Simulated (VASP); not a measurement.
Input of a VASP 6.6.1 run:

File POSCAR:

```
MgO
1.0
    0.0000000000      2.0809325543      2.0809325543
    2.0809325543      0.0000000000      2.0809325543
    2.0809325543      2.0809325543      0.0000000000
Mg O
1 1
Direct
    0.0000000000      0.0000000000      0.0000000000
    0.5000000000      0.5000000000      0.5000000000
```

The input INCAR.step1:

```
ALGO = Normal ; EDIFF = 1E-5
ENCUT = 750 ; GGA = PE
GGA_COMPAT = False ; ISMEAR = 0
LASPH = True ; LCHARG = False
LREAL = False ; LWAVE = True
NBANDS = 15 ; NELM = 120
PREC = Accurate ; SIGMA = 0.01
```

Contents of INCAR.step2:

```
ALGO = Normal ; EDIFF = 1E-6
ENCUT = 750 ; GGA_COMPAT = False
ISIF = 2 ; ISMEAR = 0
ISTART = 1 ; LASPH = True
LCHARG = False ; LMIXTAU = True
LREAL = False ; LWAVE = False
METAGGA = R2SCAN ; NBANDS = 15
NELM = 120 ; PREC = Accurate
SIGMA = 0.01
```

KPOINTS

```
k-points
0
Gamma
  8 8 8
```

Potentials or basis: VASP PAW PBE potentials, release 64 (Mg_sv, O).

Command:

```sh
$ cat potpaw_PBE.64/Mg_sv/POTCAR potpaw_PBE.64/O/POTCAR > POTCAR
$ cp INCAR.step1 INCAR
$ mpirun -np 1 vasp_std > vasp.out
$ cp INCAR.step2 INCAR
$ mpirun -np 1 vasp_std > vasp.out
```

Question: Predict the pressure.

Answer: 5.1 GPa.

Question: What does it give for the band gap on the k mesh?

Answer: 6.02 eV.

Caveat: the cell stands under pressure; the PAW data sets were made with another functional, which shifts forces and pressure a little. r2SCAN opens gaps a little over a GGA but as a rule still falls short of measured ones.
